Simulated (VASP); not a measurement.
# Nd3Si2I (P-3m1) in VASP: a series of runs

Nd3Si2I is run at these levels: PBE; tasks: single point.

Everything below comes from runs of VASP 6.6.1. Logs are shortened: lines on timing, memory, paths and dates and some standing lists are left out, and cuts for length are marked.

### Step 1. The cell of the first run

It takes space group P-3m1 (No. 164, trigonal). The conventional cell has a = 5.346 Å, b = 5.346 Å, c = 6.452 Å, α = 90.00°, β = 90.00°, γ = 120.00°. Nd (site symmetry 3m) has 5 Si at 3.15 to 3.31 Å and 3 I at 3.35 Å and 6 Nd at 3.64 to 4.02 Å within 4.1 Å. Within 4.2 Å of Nd (site symmetry -3m) lie 2 I at 3.23 Å and 6 Si at 3.32 Å and 6 Nd at 3.64 Å. Si (site symmetry 3m) has 8 Nd at 3.15 to 3.32 Å and 3 I at 3.69 Å and 3 Si at 3.92 Å within 4.1 Å. Within 4.2 Å of I (site symmetry -3m) lie 8 Nd at 3.23 to 3.35 Å and 6 Si at 3.69 Å.

The cell was generated, and may not be a known phase.

### Step 2. Single point, PBE

INCAR reads:

```
SYSTEM = Nd3Si2I
ALGO = Normal
EDIFF = 1E-6
ENCUT = 500
GGA = PE
GGA_COMPAT = .FALSE.
ISIF = 2
ISMEAR = 0
LASPH = .TRUE.
LCHARG = .FALSE.
LMAXMIX = 6
LREAL = .FALSE.
LWAVE = .FALSE.
NBANDS = 33
NELM = 200
PREC = Accurate
SIGMA = 0.1
```

KPOINTS reads:

```
k-points
0
G
  6 6 4
  0 0 0
```

POSCAR reads:

```
Nd3Si2I
1.0
    5.3463419879      0.0000000000      0.0000000000
   -2.6731709939      4.6300679788      0.0000000000
    0.0000000000      0.0000000000      6.4524695286
Nd Si I
3 2 1
Direct
    0.3333333333      0.6666666667      0.7000254943
    0.6666666667      0.3333333333      0.2999745057
    0.0000000000      0.0000000000      0.0000000000
    0.3333333333      0.6666666667      0.1875673532
    0.6666666667      0.3333333333      0.8124326468
    0.0000000000      0.0000000000      0.5000000000
```

Potentials or basis: VASP PAW PBE potentials, release 64 (Nd_3, Si, I), 4f in core.

Run with:

```bash
$ cat potpaw_PBE.64/Nd_3/POTCAR potpaw_PBE.64/Si/POTCAR potpaw_PBE.64/I/POTCAR > POTCAR
$ mpirun -np 1 vasp_std > vasp.out
```

OUTCAR:

```text
SYSTEM = Nd3Si2I
   EDIFF = 1E-6
   ENCUT = 500
   GGA = PE
   ISIF = 2
   ISMEAR = 0
   LASPH = .TRUE.
   LREAL = .FALSE.
   NELM = 200
   PREC = Accurate

 ion  position               nearest neighbor table
   1  0.333  0.667  0.700-   4 3.15   5 3.17   5 3.17   5 3.17   4 3.31   6 3.35   6 3.35   6 3.35
                             3 3.64   3 3.64   3 3.64
   2  0.667  0.333  0.300-   5 3.15   4 3.17   4 3.17   4 3.17   5 3.31   6 3.35   6 3.35   6 3.35
                             3 3.64   3 3.64   3 3.64
   3  0.000  0.000  0.000-   6 3.23   6 3.23   4 3.32   5 3.32   4 3.32   5 3.32   5 3.32   4 3.32
                             1 3.64   2 3.64   1 3.64   2 3.64   1 3.64   2 3.64
   4  0.333  0.667  0.188-   1 3.15   2 3.17   2 3.17   2 3.17   1 3.31   3 3.32   3 3.32   3 3.32

   5  0.667  0.333  0.812-   2 3.15   1 3.17   1 3.17   1 3.17   2 3.31   3 3.32   3 3.32   3 3.32

   6  0.000  0.000  0.500-   3 3.23   3 3.23   1 3.35   2 3.35   1 3.35   2 3.35   2 3.35   1 3.35

  LATTYP: Found a hexagonal cell.
 ALAT       =     5.3463419879
 C/A-ratio  =     1.2068942734

  Lattice vectors:

 A1 = (   5.3463419879,   0.0000000000,   0.0000000000)
 A2 = (  -2.6731709939,   4.6300679788,   0.0000000000)
 A3 = (   0.0000000000,   0.0000000000,   6.4524695286)

Analysis of symmetry for initial positions (statically):
=====================================================================
 Subroutine PRICEL returns:
 Original cell was already a primitive cell.

 Routine SETGRP: Setting up the symmetry group for a
 hexagonal supercell.

 Subroutine GETGRP returns: Found 12 space group operations
 (whereof 12 operations were pure point group operations)
 out of a pool of 24 trial point group operations.

The static configuration has the point symmetry D_3d.

Analysis of symmetry for dynamics (positions and initial velocities):
=====================================================================
 Subroutine PRICEL returns:
 Original cell was already a primitive cell.

 Routine SETGRP: Setting up the symmetry group for a
 hexagonal supercell.

 Subroutine GETGRP returns: Found 12 space group operations
 (whereof 12 operations were pure point group operations)
 out of a pool of 24 trial point group operations.

The dynamic configuration has the point symmetry D_3d.

 Subroutine INISYM returns: Found 12 space group operations
 (whereof 12 operations are pure point group operations),
 and found     1 'primitive' translations

----------------------------------------------------------------------------------------

                                     Primitive cell

  volume of cell :     159.7240

  direct lattice vectors                    reciprocal lattice vectors
     5.346341988  0.000000000  0.000000000     0.187043777  0.107989775  0.000000000
    -2.673170994  4.630067979  0.000000000     0.000000000  0.215979550  0.000000000
     0.000000000  0.000000000  6.452469529     0.000000000  0.000000000  0.154979422

  length of vectors
     5.346341988  5.346341988  6.452469529     0.215979550  0.215979550  0.154979422

  position of ions in fractional coordinates (direct lattice)
     0.333333333  0.666666667  0.700025494
     0.666666667  0.333333333  0.299974506
     0.000000000  0.000000000  0.000000000
     0.333333333  0.666666667  0.187567353
     0.666666667  0.333333333  0.812432647
     0.000000000  0.000000000  0.500000000

  ion indices of the primitive-cell ions
   primitive index   ion index
                 1           1
                 2           2
                 3           3
                 4           4
                 5           5
                 6           6

----------------------------------------------------------------------------------------

 KPOINTS: k-points

Automatic generation of k-mesh.
 Grid dimensions read from file:
 generate k-points for:    6    6    4

 Generating k-lattice:

  Cartesian coordinates                     Fractional coordinates (reciprocal lattice)
     0.031173963  0.017998296  0.000000000     0.166666667 -0.000000000  0.000000000
     0.000000000  0.035996592  0.000000000     0.000000000  0.166666667  0.000000000
     0.000000000  0.000000000  0.038744856     0.000000000  0.000000000  0.250000000

  Length of vectors
     0.035996592  0.035996592  0.038744856

  Shift w.r.t. Gamma in fractional coordinates (k-lattice)
     0.000000000  0.000000000  0.000000000

 Subroutine IBZKPT returns following result:
 ===========================================

 Found     24 irreducible k-points:

 Following reciprocal coordinates:
            Coordinates               Weight
  0.000000  0.000000  0.000000      1.000000
  0.166667  0.000000  0.000000      6.000000
  0.333333  0.000000  0.000000      6.000000
  0.500000  0.000000  0.000000      3.000000
  0.166667  0.166667  0.000000      6.000000
  0.333333  0.166667  0.000000     12.000000
[... 16 lines left out ...]
  0.333333  0.166667  0.500000     12.000000
  0.333333  0.333333  0.500000      2.000000
   k-points           NKPTS =     24   k-points in BZ     NKDIM =     24   number of bands    NBANDS=     33
   number of dos      NEDOS =    301   number of ions     NIONS =      6
   total plane-waves  NPLWV =  76800
   dimension x,y,z NGX =    40 NGY =   40 NGZ =   48
   dimension x,y,z NGXF=    80 NGYF=   80 NGZF=   96
   ions per type =               3   2   1
   NGX,Y,Z   is equivalent  to a cutoff of  12.44, 12.44, 12.37 a.u.
   NGXF,Y,Z  is equivalent  to a cutoff of  24.88, 24.88, 24.73 a.u.
 SYSTEM =  Nd3Si2I
   PREC   = accura    normal or accurate (medium, high low for compatibility)
   ISTART =      0    job   : 0-new  1-cont  2-samecut
   ICHARG =      2    charge: 1-file 2-atom 10-const
   ISPIN  =      1    spin polarized calculation?
   LNONCOLLINEAR =      F non collinear calculations
   LSORBIT =      F    spin-orbit coupling
   LASPH  =      T    aspherical Exc in radial PAW
   ENCUT  =  500.0 eV  36.75 Ry    6.06 a.u.   9.75  9.75 11.76*2*pi/ulx,y,z
   NELM   =    200;   NELMIN=  2; NELMDL= -5     # of ELM steps
   EDIFF  = 0.1E-05   stopping-criterion for ELM
   LREAL  =      F    real-space projection
   EDIFFG = 0.1E-04   stopping-criterion for IOM
   NSW    =      0    number of steps for IOM
   IBRION =     -1    ionic relax: 0-MD 1-quasi-New 2-CG
   NFREE  =      0    steps in history (QN), initial steepest desc. (CG)
   ISIF   =      2    stress and relaxation
   ISYM   =      2    0-nonsym 1-usesym 2-fastsym
   POTIM  = 0.5000    time-step for ionic-motion
   TEBEG  =    0.0;   TEEND  =   0.0 temperature during run
   PSTRESS=    0.0 pullay stress
   NELECT =      48.0000    total number of electrons
   NUPDOWN=      -1.0000    fix difference up-down
   EMIN   =  10.00;   EMAX   =-10.00  energy-range for DOS
   EFERMI =   0.00;   METHOD = LEGACY
   ISMEAR =     0;   SIGMA  =   0.10  broadening in eV -4-tet -1-fermi 0-gaus
   EFERMI_NEDOS =   21; number of points for ismear=-14 and -15
   IALGO  =     38    algorithm
   IMIX   =      4    mixing-type and parameters
     AMIX     =   0.40;   BMIX     =  1.00
     AMIX_MAG =   1.60;   BMIX_MAG =  1.00
  volume/ion in A,a.u.               =      26.62       179.65
  Fermi-wavevector in a.u.,A,eV,Ry     =   1.096559  2.072195 16.360203  1.202441
  Thomas-Fermi vector in A             =   2.232903
   LORBIT       =      0    0 simple, 1 ext, 2 COOP (PROOUT), +10 PAW based schemes
   GGA     = PE    functional components
   LHFCALC =     F    Hartree Fock is set to
   AEXX    =    0.0000 exact exchange contribution
   IVDW    =     0    specifies the selected vdW correction
   LEPSILON=     F    determine dielectric tensor
   LRPA    =     F    only Hartree local field effects (RPA)
 non-spin polarized calculation
 Gauss-broadening in eV      SIGMA  =   0.10
  energy-cutoff  :      500.00
  volume of cell :      159.72
 maximum number of plane-waves:      4072
 NGX is ok and might be reduce to    40
   NGX = 19   NGY = 19   NGZ = 23

 number of electron      48.0000001 magnetization

 Free energy of the ion-electron system (eV)
  ---------------------------------------------------
  ext. energy  EPLUGINS =         0.00000000
  ---------------------------------------------------
  free energy    TOTEN  =       -29.45537698 eV

  energy without entropy =      -29.43400147  energy(sigma->0) =      -29.44468922

 E-fermi :   5.6123     XC(G=0): -10.1206

 val. band max:        5.6072166081   @ k =   0.3333   0.1667   0.0000
 cond. band min:       5.6128894597   @ k =   0.3333   0.0000   0.5000
 fundamental gap:      0.0056728516
 Fermi energy:         5.6122521500

 k-point     1 :       0.0000    0.0000    0.0000
  band No.  band energies     occupation
      1     -32.6489      2.00000
      2     -32.4489      2.00000
      3     -32.4397      2.00000
      4     -14.0238      2.00000
      5     -13.8513      2.00000
      6     -13.8513      2.00000
[... 25 lines left out ...]
     32       8.4579      0.00000
     33       8.9371      0.00000

 k-point     2 :       0.1667    0.0000    0.0000
  band No.  band energies     occupation
      1     -32.6462      2.00000
      2     -32.4502      2.00000
      3     -32.4408      2.00000
      4     -14.0540      2.00000
      5     -13.9019      2.00000
      6     -13.8858      2.00000
[... 25 lines left out ...]
     32       8.6214      0.00000
     33       8.7485      0.00000
[... 754 lines left out ...]
     32       8.8147      0.00000
     33       9.3786      0.00000

 k-point    24 :       0.3333    0.3333    0.5000
  band No.  band energies     occupation
      1     -32.6364      2.00000
      2     -32.4497      2.00000
      3     -32.4497      2.00000
      4     -14.2048      2.00000
      5     -13.9752      2.00000
      6     -13.9752      2.00000
[... 25 lines left out ...]
     32       8.4845      0.00000
     33       8.4845      0.00000

------------------------ aborting loop because EDIFF is reached ----------------------------------------

  FORCE on cell =-STRESS in cart. coord.  units (eV):
  Direction    XX          YY          ZZ          XY          YZ          ZX
  --------------------------------------------------------------------------------------
  -------------------------------------------------------------------------------------
  Total        0.6772324      0.6772324     -1.1888902      0.0000000      0.0000000     -0.0000000
  in kB        6.7932599      6.7932599    -11.9256559      0.0000000      0.0000000     -0.0000000
  external PRESSURE =       0.5536213 kB  Pullay stress =       0.0000000 kB

 VOLUME and BASIS-vectors are now :
 -----------------------------------------------------------------------------
  energy-cutoff  :      500.00
  volume of cell :      159.72
      direct lattice vectors                 reciprocal lattice vectors
     5.346341988  0.000000000  0.000000000     0.187043777  0.107989775  0.000000000
    -2.673170994  4.630067979  0.000000000     0.000000000  0.215979550  0.000000000
     0.000000000  0.000000000  6.452469529     0.000000000  0.000000000  0.154979422

 POSITION                                       TOTAL-FORCE (eV/Angst)
 -----------------------------------------------------------------------------------
     -0.00000      3.08671      4.51689        -0.000000      0.000000      0.159534
      2.67317      1.54336      1.93558         0.000000     -0.000000     -0.159534
      0.00000      0.00000      0.00000         0.000000      0.000000      0.000000
     -0.00000      3.08671      1.21027         0.000000      0.000000      0.035144
      2.67317      1.54336      5.24220         0.000000     -0.000000     -0.035144
      0.00000      0.00000      3.22623         0.000000      0.000000      0.000000
 -----------------------------------------------------------------------------------
    total drift:                               -0.000000     -0.000000     -0.000000

  FREE ENERGIE OF THE ION-ELECTRON SYSTEM (eV)
  ---------------------------------------------------
  free  energy   TOTEN  =       -29.4553769757 eV

  energy  without entropy=      -29.4340014652  energy(sigma->0) =      -29.44468922
```

Wall time 68 s (1 thread of AMD EPYC 9R45 (Zen 5), shared host); peak memory 0.29 GiB.

Results:

```yaml
Free_energy: -29.4554 eV
Pressure: 0.1 GPa
Largest_force: 0.160 eV/Å
Band_gap_on_the_k_mesh: zero (bands 24 and 25 overlap by 0.32 eV)
```

Forces in eV/Å, atoms in the order of the input:
```
Nd   0.000  0.000  0.160
Nd   0.000  0.000 -0.160
Nd   0.000  0.000  0.000
Si   0.000  0.000  0.035
Si   0.000  0.000 -0.035
I    0.000  0.000  0.000
```

Caveat: spin-orbit coupling is left out, which moves the levels of the heavy elements; the 4f electrons are frozen in the core, so they carry no moment and show no levels; the run has no spin polarisation, though such a crystal can be magnetic. Spin polarisation is off, so any magnetic state and its effect on volume and gap are missing.

### Step 3. Single point, PBE

This run uses another cell than the first one, of 30.16 Å³/atom.

INCAR reads:

```
SYSTEM = Nd3Si2I
  ALGO = Normal
  EDIFF = 1E-6
  ENCUT = 500
  GGA = PE
  GGA_COMPAT = .False.
  ISIF = 2
  ISMEAR = 0
  LASPH = .True.
  LCHARG = .True.
  LELF = .True.
  LMAXMIX = 6
  LREAL = .False.
  LVHAR = .True.
  LWAVE = .False.
  NBANDS = 33
  NELM = 200
  PREC = Accurate
  SIGMA = 0.1
```

KPOINTS reads:

```
k-points
0
Gamma
  6 6 2
  0 0 0
```

POSCAR reads:

```
Nd3Si2I
1.0
    4.3103942457      0.0000000000      0.0000000000
   -2.1551971229      3.7329109171      0.0000000000
    0.0000000000      0.0000000000     11.2482526773
Nd Si I
3 2 1
Direct
    0.3333333333      0.6666666667      0.2094013680
    0.0000000000      0.0000000000      0.5000000000
    0.6666666667      0.3333333333      0.7905986320
    0.3333333333      0.6666666667      0.6577796018
    0.6666666667      0.3333333333      0.3422203982
    0.0000000000      0.0000000000      0.0000000000
```

Potentials or basis: VASP PAW PBE potentials, release 64 (Nd_3, Si, I), 4f in core.

Run with:

```bash
$ cat potpaw_PBE.64/Nd_3/POTCAR potpaw_PBE.64/Si/POTCAR potpaw_PBE.64/I/POTCAR > POTCAR
$ mpirun -np 1 vasp_std > vasp.out
```

Run time: 53 s. Hardware: 1 thread of AMD EPYC 9R45 (Zen 5), shared host; peak memory 0.28 GiB.

It converged, with:

| Property | Result |
| --- | --- |
| Free energy | -31.3721 eV |
| Pressure | 0.2 GPa |
| Largest force | 0.031 eV/Å |
| Band gap on the k mesh | zero (bands 24 and 25 overlap by 0.20 eV) |

Forces in eV/Å, atoms in the order of the input:
```
Nd   0.000  0.000 -0.031
Nd   0.000  0.000  0.000
Nd   0.000  0.000  0.031
Si   0.000  0.000 -0.007
Si   0.000  0.000  0.007
I    0.000  0.000  0.000
```

Levels at points of the mesh, in eV from the Fermi level:
```
           k point  band 21  band 22  band 23  band 24  band 25  band 26  band 27  band 28
(0.00, 0.00, 0.00)    -0.86    -0.40     0.14     0.14     1.13     1.22     1.22     1.82
(0.50, 0.00, 0.00)    -0.87    -0.74    -0.62    -0.36     0.14     1.77     2.13     2.33
(0.00, 0.00, 0.50)    -0.66    -0.66    -0.24    -0.24     1.33     1.41     1.41     1.55
(0.50, 0.00, 0.50)    -0.84    -0.73    -0.62    -0.13    -0.06     1.34     1.85     3.38
```

Caveat: spin-orbit coupling is left out, which moves the levels of the heavy elements; the 4f electrons are frozen in the core, so they carry no moment and show no levels; the run has no spin polarisation, though such a crystal can be magnetic.

The gap in the log of VASP goes by the Fermi energy; the results here count the filled bands.